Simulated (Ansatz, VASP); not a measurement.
Two plane-wave programs on Ir

```xyz
1
Lattice="-1.5450 1.5450 1.5450 1.5450 -1.5450 1.5450 1.5450 1.5450 -1.5450" Properties=species:S:1:pos:R:3 pbc="T T T"
Ir    0.0000    0.0000    0.0000
```

Alike in both runs: task single point; functional PBE; k mesh 8 × 8 × 8; occupations gaussian, width 0.1 eV; no spin polarisation.

|  | VASP | Ansatz |
| --- | --- | --- |
| version | VASP 6.6.1 | Ansatz 0.2.0 |
| potentials or method | VASP PAW PBE potentials, release 64 (Ir), cutoff 520 eV | scalar-relativistic, plane waves, PAW |
| valence electrons in the cell | 9 | 17 |

Ansatz gave:

```
gap on the k mesh at the Fermi level (eV) : none
pressure (GPa)                            : 6.6
```

Question: Which values does VASP return?

Answer: gap on the k mesh at the Fermi level (eV): none; pressure (GPa): 7.1.

A gap of «none» marks a metal or a gap that the smearing closes. VASP's potentials hold 9 valence electrons a cell and Ansatz's 17, so a difference there can come from the potentials and not from the codes.

Neither program's run includes spin-orbit coupling.
